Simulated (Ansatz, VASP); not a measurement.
## LiNbO3 in VASP and in Ansatz

```
CELL_PARAMETERS angstrom
2.56879 1.48309 4.62789
-2.56879 1.48309 4.62789
0.00000 -2.96618 4.62789
ATOMIC_POSITIONS crystal
Li 0.28207 0.28207 0.28207
Li 0.78207 0.78207 0.78207
Nb 0.00014 0.00014 0.00014
Nb 0.50014 0.50014 0.50014
O 0.10795 0.36198 0.71968
O 0.71968 0.10795 0.36198
O 0.36198 0.71968 0.10795
O 0.21968 0.86198 0.60795
O 0.86198 0.60795 0.21968
O 0.60795 0.21968 0.86198
```

Alike in both runs: task single point; functional r2SCAN; k mesh 6 × 6 × 6; occupations gaussian, width 0.02 eV; no spin polarisation.

|  | VASP | Ansatz |
| --- | --- | --- |
| version | VASP 6.6.1 | Ansatz 0.2.0 |
| potentials or method | VASP PAW PBE potentials, release 64 (Li_sv, Nb_sv, O), cutoff 830 eV | scalar-relativistic, plane waves, PAW |
| valence electrons in the cell | 68 | 68 |

VASP gave:

```
gap on the k mesh at the Fermi level (eV) : 4.03
least direct gap on the mesh (eV)         : 4.07
pressure (GPa)                            : -0.1
rms of the force components (eV/Å)        : 0.010
```

**Question.** Estimate Ansatz's values.

**Answer.** gap on the k mesh at the Fermi level (eV): 4.04; least direct gap on the mesh (eV): 4.07; pressure (GPa): 0.0; rms of the force components (eV/Å): 0.002.

VASP's potentials were made for PBE, not for r2SCAN. Atom by atom the forces differ by 0.009 eV/Å (rms over components). With one functional, cell and mesh, what is left measures potentials, basis and numerics.
